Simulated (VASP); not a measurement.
# NiO (Fm-3m) in VASP: notebook

The runs below take NiO through single point, with revPBE+D3(BJ).

Everything below comes from runs of VASP 6.6.1. Logs are shortened: lines on timing, memory, paths and dates and some standing lists are left out, and cuts for length are marked.

### 1 The cell of the first run

Symmetry: Fm-3m, No. 225, cubic system. The conventional cell has a = 4.115 Å, b = 4.115 Å, c = 4.115 Å, α = 90.00°, β = 90.00°, γ = 90.00°. Within 2.7 Å of Ni (site symmetry m-3m) lie 6 O at 2.06 Å. O (site symmetry m-3m) has 6 Ni at 2.06 Å within 2.7 Å.

### 2 Single point, revPBE+D3(BJ), collinear spin, ferromagnetic start

File INCAR:

```
PREC = Accurate
ENCUT = 520
EDIFF = 1E-6
ISMEAR = -1
SIGMA = 0.05
LREAL = F
LASPH = T
NELM = 150
ALGO = Normal
ISIF = 2
LWAVE = F
LCHARG = T
ISPIN = 2
MAGMOM = 1 0
LORBIT = 11
LMAXMIX = 4
GGA = RE
IVDW = 12
LELF = T
LVHAR = T
NBANDS = 19
```

File KPOINTS:

```
regular mesh
0
Gamma
  11 11 11
```

File POSCAR:

```
NiO
1.0
    0.0000000000      2.0577103256      2.0577103256
    2.0577103256      0.0000000000      2.0577103256
    2.0577103256      2.0577103256      0.0000000000
Ni O
1 1
Direct
    0.0000000000      0.0000000000      0.0000000000
    0.5000000000      0.5000000000      0.5000000000
```

Potentials or basis: VASP PAW PBE potentials, release 64 (Ni, O).

Run with:

```bash
$ cat potpaw_PBE.64/Ni/POTCAR potpaw_PBE.64/O/POTCAR > POTCAR
$ mpirun -np 1 vasp_std > vasp.out
```

OUTCAR:

```text
PREC = Accurate
   ENCUT = 520
   EDIFF = 1E-6
   ISMEAR = -1
   LREAL = F
   LASPH = T
   NELM = 150
   ISIF = 2
   ISPIN = 2
   LORBIT = 11
   GGA = RE
   IVDW = 12
 IVDW          = 12

 ion  position               nearest neighbor table
   1  0.000  0.000  0.000-   2 2.06   2 2.06   2 2.06   2 2.06   2 2.06   2 2.06
   2  0.500  0.500  0.500-   1 2.06   1 2.06   1 2.06   1 2.06   1 2.06   1 2.06

  LATTYP: Found a face centered cubic cell.
 ALAT       =     4.1154206512

  Lattice vectors:

 A1 = (   0.0000000000,   2.0577103256,   2.0577103256)
 A2 = (   2.0577103256,   0.0000000000,   2.0577103256)
 A3 = (   2.0577103256,   2.0577103256,   0.0000000000)

Analysis of symmetry for initial positions (statically):
=====================================================================
 Subroutine PRICEL returns:
 Original cell was already a primitive cell.

 Routine SETGRP: Setting up the symmetry group for a
 face centered cubic supercell.

 Subroutine GETGRP returns: Found 48 space group operations
 (whereof 48 operations were pure point group operations)
 out of a pool of 48 trial point group operations.

The static configuration has the point symmetry O_h .

Analysis of symmetry for dynamics (positions and initial velocities):
=====================================================================
 Subroutine PRICEL returns:
 Original cell was already a primitive cell.

 Routine SETGRP: Setting up the symmetry group for a
 face centered cubic supercell.

 Subroutine GETGRP returns: Found 48 space group operations
 (whereof 48 operations were pure point group operations)
 out of a pool of 48 trial point group operations.

The dynamic configuration has the point symmetry O_h .

Analysis of structural, dynamic, and magnetic symmetry:
=====================================================================
 Subroutine PRICEL returns:
 Original cell was already a primitive cell.

 Routine SETGRP: Setting up the symmetry group for a
 face centered cubic supercell.

 Subroutine GETGRP returns: Found 48 space group operations
 (whereof 48 operations were pure point group operations)
 out of a pool of 48 trial point group operations.

The overall configuration has the point symmetry O_h .

 Subroutine INISYM returns: Found 48 space group operations
 (whereof 48 operations are pure point group operations),
 and found     1 'primitive' translations

----------------------------------------------------------------------------------------

                                     Primitive cell

  volume of cell :      17.4254

  direct lattice vectors                    reciprocal lattice vectors
     0.000000000  2.057710326  2.057710326    -0.242988527  0.242988527  0.242988527
     2.057710326  0.000000000  2.057710326     0.242988527 -0.242988527  0.242988527
     2.057710326  2.057710326  0.000000000     0.242988527  0.242988527 -0.242988527

  length of vectors
     2.910041850  2.910041850  2.910041850     0.420868474  0.420868474  0.420868474

  position of ions in fractional coordinates (direct lattice)
     0.000000000  0.000000000  0.000000000
     0.500000000  0.500000000  0.500000000

  ion indices of the primitive-cell ions
   primitive index   ion index
                 1           1
                 2           2

----------------------------------------------------------------------------------------

 KPOINTS: regular mesh

Automatic generation of k-mesh.
 Grid dimensions read from file:
 generate k-points for:   11   11   11

 Generating k-lattice:

  Cartesian coordinates                     Fractional coordinates (reciprocal lattice)
    -0.022089866  0.022089866  0.022089866     0.090909091  0.000000000  0.000000000
     0.022089866 -0.022089866  0.022089866     0.000000000  0.090909091  0.000000000
     0.022089866  0.022089866 -0.022089866     0.000000000  0.000000000  0.090909091

  Length of vectors
     0.038260770  0.038260770  0.038260770

  Shift w.r.t. Gamma in fractional coordinates (k-lattice)
     0.000000000  0.000000000  0.000000000

 Subroutine IBZKPT returns following result:
 ===========================================

 Found     56 irreducible k-points:

 Following reciprocal coordinates:
            Coordinates               Weight
  0.000000  0.000000  0.000000      1.000000
  0.090909  0.000000  0.000000      8.000000
  0.181818  0.000000  0.000000      8.000000
  0.272727  0.000000  0.000000      8.000000
  0.363636  0.000000  0.000000      8.000000
  0.454545  0.000000  0.000000      8.000000
[... 16 lines left out ...]
 -0.272727  0.181818  0.000000     24.000000
 -0.181818  0.181818  0.000000     12.000000
 [... further k-points ...]
   k-points           NKPTS =     56   k-points in BZ     NKDIM =     56   number of bands    NBANDS=     19
   number of dos      NEDOS =    301   number of ions     NIONS =      2
   total plane-waves  NPLWV =  13824
   dimension x,y,z NGX =    24 NGY =   24 NGZ =   24
   dimension x,y,z NGXF=    48 NGYF=   48 NGZF=   48
   ions per type =               1   1
   NGX,Y,Z   is equivalent  to a cutoff of  13.71, 13.71, 13.71 a.u.
   NGXF,Y,Z  is equivalent  to a cutoff of  27.42, 27.42, 27.42 a.u.
 SYSTEM =  unknown system
   PREC   = accura    normal or accurate (medium, high low for compatibility)
   ISTART =      0    job   : 0-new  1-cont  2-samecut
   ICHARG =      2    charge: 1-file 2-atom 10-const
   ISPIN  =      2    spin polarized calculation?
   LNONCOLLINEAR =      F non collinear calculations
   LSORBIT =      F    spin-orbit coupling
   LASPH  =      T    aspherical Exc in radial PAW
   ENCUT  =  520.0 eV  38.22 Ry    6.18 a.u.   5.41  5.41  5.41*2*pi/ulx,y,z
   NELM   =    150;   NELMIN=  2; NELMDL= -5     # of ELM steps
   EDIFF  = 0.1E-05   stopping-criterion for ELM
   LREAL  =      F    real-space projection
   EDIFFG = 0.1E-04   stopping-criterion for IOM
   NSW    =      0    number of steps for IOM
   IBRION =     -1    ionic relax: 0-MD 1-quasi-New 2-CG
   NFREE  =      0    steps in history (QN), initial steepest desc. (CG)
   ISIF   =      2    stress and relaxation
   ISYM   =      2    0-nonsym 1-usesym 2-fastsym
   POTIM  = 0.5000    time-step for ionic-motion
   TEBEG  =    0.0;   TEEND  =   0.0 temperature during run
   PSTRESS=    0.0 pullay stress
   NELECT =      16.0000    total number of electrons
   NUPDOWN=      -1.0000    fix difference up-down
   EMIN   =  10.00;   EMAX   =-10.00  energy-range for DOS
   EFERMI =   0.00;   METHOD = LEGACY
   ISMEAR =    -1;   SIGMA  =   0.05  broadening in eV -4-tet -1-fermi 0-gaus
   EFERMI_NEDOS =   21; number of points for ismear=-14 and -15
   IALGO  =     38    algorithm
   IMIX   =      4    mixing-type and parameters
     AMIX     =   0.40;   BMIX     =  1.00
     AMIX_MAG =   1.60;   BMIX_MAG =  1.00
  volume/ion in A,a.u.               =       8.71        58.80
  Fermi-wavevector in a.u.,A,eV,Ry     =   1.591185  3.006903 34.448165  2.531869
  Thomas-Fermi vector in A             =   2.689764
   LORBIT       =     11    0 simple, 1 ext, 2 COOP (PROOUT), +10 PAW based schemes
   GGA     = RE    functional components
   LHFCALC =     F    Hartree Fock is set to
   AEXX    =    0.0000 exact exchange contribution
   IVDW    =    12    specifies the selected vdW correction
   LEPSILON=     F    determine dielectric tensor
   LRPA    =     F    only Hartree local field effects (RPA)
 spin polarized calculation
  energy-cutoff  :      520.00
  volume of cell :       17.43
 maximum number of plane-waves:       495
 NGX is ok and might be reduce to    24
   NGX = 11   NGY = 11   NGZ = 11

 number of electron      15.9999988 magnetization       1.6188507

 Free energy of the ion-electron system (eV)
  ---------------------------------------------------
  ext. energy  EPLUGINS =         0.00000000
  ---------------------------------------------------
  free energy    TOTEN  =       -10.65123620 eV

  energy without entropy =      -10.63985699  energy(sigma->0) =      -10.64554660

 E-fermi :   8.7326     XC(G=0): -12.8129

 val. band max:        8.7290328750   @ k =   0.4545   0.1818   0.0909
 cond. band min:       8.7369024818   @ k =  -0.4545   0.4545   0.0909
 fundamental gap:      0.0078696068
 Fermi energy:         8.7326232442

 spin component 1

 k-point     1 :       0.0000    0.0000    0.0000
  band No.  band energies     occupation
      1     -12.1943      1.00000
      2       5.4773      1.00000
      3       5.4773      1.00000
      4       5.4773      1.00000
      5       5.5694      1.00000
      6       5.5695      1.00000
[... 11 lines left out ...]
     18      35.2184      0.00000
     19      35.2184      0.00000
[... 485 lines left out ...]
 k-point    24 :      -0.1818    0.1818    0.0000
  band No.  band energies     occupation
      1     -11.3104      1.00000
      2       1.7545      1.00000
      3       2.9460      1.00000
      4       3.5844      1.00000
      5       6.1939      1.00000
      6       6.3289      1.00000
[... 11 lines left out ...]
     18      40.3474      0.00000
     19      41.5455      0.00000

 [... further k-points ...]

 spin component 2

 k-point     1 :       0.0000    0.0000    0.0000
  band No.  band energies     occupation
      1     -11.8036      1.00000
      2       5.9398      1.00000
      3       5.9398      1.00000
      4       5.9398      1.00000
      5       6.7233      1.00000
      6       6.7234      1.00000
[... 11 lines left out ...]
     18      35.7804      0.00000
     19      35.7806      0.00000
[... 485 lines left out ...]
 k-point    24 :      -0.1818    0.1818    0.0000
  band No.  band energies     occupation
      1     -10.8926      1.00000
      2       2.2724      1.00000
      3       4.0429      1.00000
      4       4.0509      1.00000
      5       7.1113      1.00000
      6       7.6981      1.00000
[... 11 lines left out ...]
     18      40.7342      0.00000
     19      41.7622      0.00000

 [... further k-points ...]

------------------------ aborting loop because EDIFF is reached ----------------------------------------

 Edisp (eV)   -1.07312

 E8    (eV) :    -0.7022

  FORCE on cell =-STRESS in cart. coord.  units (eV):
  Direction    XX          YY          ZZ          XY          YZ          ZX
  --------------------------------------------------------------------------------------
  -------------------------------------------------------------------------------------
  Total       1.51321     1.51321     1.51321    -0.00000     0.00000    -0.00000
  in kB     139.13199   139.13199   139.13199    -0.00000     0.00000    -0.00000
  external pressure =      139.13 kB  Pullay stress =        0.00 kB

 VOLUME and BASIS-vectors are now :
 -----------------------------------------------------------------------------
  energy-cutoff  :      520.00
  volume of cell :       17.43
      direct lattice vectors                 reciprocal lattice vectors
     0.000000000  2.057710326  2.057710326    -0.242988527  0.242988527  0.242988527
     2.057710326  0.000000000  2.057710326     0.242988527 -0.242988527  0.242988527
     2.057710326  2.057710326  0.000000000     0.242988527  0.242988527 -0.242988527

 POSITION                                       TOTAL-FORCE (eV/Angst)
 -----------------------------------------------------------------------------------
      0.00000      0.00000      0.00000         0.000000      0.000000      0.000000
      2.05771      2.05771      2.05771        -0.000000     -0.000000      0.000000
 -----------------------------------------------------------------------------------
    total drift:                                0.000000     -0.000000     -0.000000

  FREE ENERGIE OF THE ION-ELECTRON SYSTEM (eV)
  ---------------------------------------------------
  free  energy   TOTEN  =       -11.7243537949 eV

  energy  without entropy=      -11.7129745829  energy(sigma->0) =      -11.71866419

 total charge

# of ion       s       p       d       tot
------------------------------------------
    1        0.344   0.437   8.285   9.066
    2        1.561   3.450   0.000   5.011
--------------------------------------------------
tot          1.905   3.887   8.285  14.077

 magnetization (x)

# of ion       s       p       d       tot
------------------------------------------
    1        0.012   0.015   1.317   1.343
    2        0.028   0.209   0.000   0.238
--------------------------------------------------
tot          0.040   0.224   1.317   1.581
```

Run time: 22 s. Hardware: 1 thread of Intel Xeon Platinum 8559C (Emerald Rapids), shared host; peak memory 0.17 GiB.

What came out:

- Free energy: -11.7244 eV
- Pressure: 13.9 GPa
- Net moment: 1.62 μB per cell
- Site moments: Ni +1.34; O +0.24 μB
- Valence electrons inside the program's atomic spheres: Ni 9.07; O 5.01
- Dispersion energy per atom: -0.537 eV

Caveat: the PAW data sets were made with another functional, which shifts forces and pressure a little; a cell with one magnetic atom can't hold antiferromagnetic order, which such compounds often take; semilocal functionals often make such compounds metallic where correlation or magnetic order opens a gap, which also shifts bond lengths; pairwise dispersion overbinds metals, which lowers pressure and volume. With open d or f shells a metallic result of revPBE can be an artefact of self-interaction; +U or a hybrid may open a gap.

### 3 Single point, revPBE+D3(BJ), collinear spin, ferromagnetic start

This run uses another cell than the first one, of 8.89 Å³/atom, 1.021 times its volume.

File INCAR:

```
SYSTEM = NiO
PREC = Accurate ; ENCUT = 520
EDIFF = 1E-6 ; ISMEAR = -1
SIGMA = 0.05 ; LREAL = .False.
LASPH = .True. ; NELM = 150
ALGO = Normal ; ISIF = 2
LWAVE = .False. ; LCHARG = .False.
ISPIN = 2 ; MAGMOM = 1 0
LORBIT = 11 ; LMAXMIX = 4
GGA = RE ; IVDW = 12
NBANDS = 19
```

File KPOINTS:

```
Automatic mesh
0
Gamma
  11 11 11
  0 0 0
```

File POSCAR:

```
NiO
1.0
    0.0000000000      2.0719018797      2.0719018797
    2.0719018797      0.0000000000      2.0719018797
    2.0719018797      2.0719018797      0.0000000000
Ni O
1 1
Direct
    0.0000000000      0.0000000000      0.0000000000
    0.5000000000      0.5000000000      0.5000000000
```

Potentials or basis: VASP PAW PBE potentials, release 64 (Ni, O).

Run with:

```bash
$ cat potpaw_PBE.64/Ni/POTCAR potpaw_PBE.64/O/POTCAR > POTCAR
$ mpirun -np 1 vasp_std > vasp.out
```

It took 25 s on 1 thread of Intel Xeon Platinum 8559C (Emerald Rapids), shared host; peak memory 0.17 GiB.

It converged, with:

| Property | Result |
| --- | --- |
| Free energy | -11.7512 eV |
| Pressure | 9.2 GPa |
| Net moment | 1.70 μB per cell |
| Site moments | Ni +1.41; O +0.26 μB |
| Valence electrons inside the program's atomic spheres | Ni 9.02; O 5.00 |
| Dispersion energy per atom | -0.530 eV |

Levels at points of the mesh, in eV from the Fermi level:
Spin up:
| k point | band 6 | band 7 | band 8 | band 9 | band 10 | band 11 | band 12 | band 13 |
| --- | --- | --- | --- | --- | --- | --- | --- | --- |
| (0.00, 0.00, 0.00) | -3.12 | -2.73 | -2.73 | -2.73 | 1.67 | 17.94 | 19.11 | 19.11 |
Spin down:
```
           k point  band 5  band 6  band 7  band 8  band 9  band 10
(0.00, 0.00, 0.00)   -1.94   -1.94   -1.94   -0.63   -0.63     2.01
```

Caveat: the PAW data sets were made with another functional, which shifts forces and pressure a little; a cell with one magnetic atom can't hold antiferromagnetic order, which such compounds often take; semilocal functionals often make such compounds metallic where correlation or magnetic order opens a gap, which also shifts bond lengths; pairwise dispersion overbinds metals, which lowers pressure and volume. With open d or f shells a metallic result of revPBE can be an artefact of self-interaction; +U or a hybrid may open a gap.
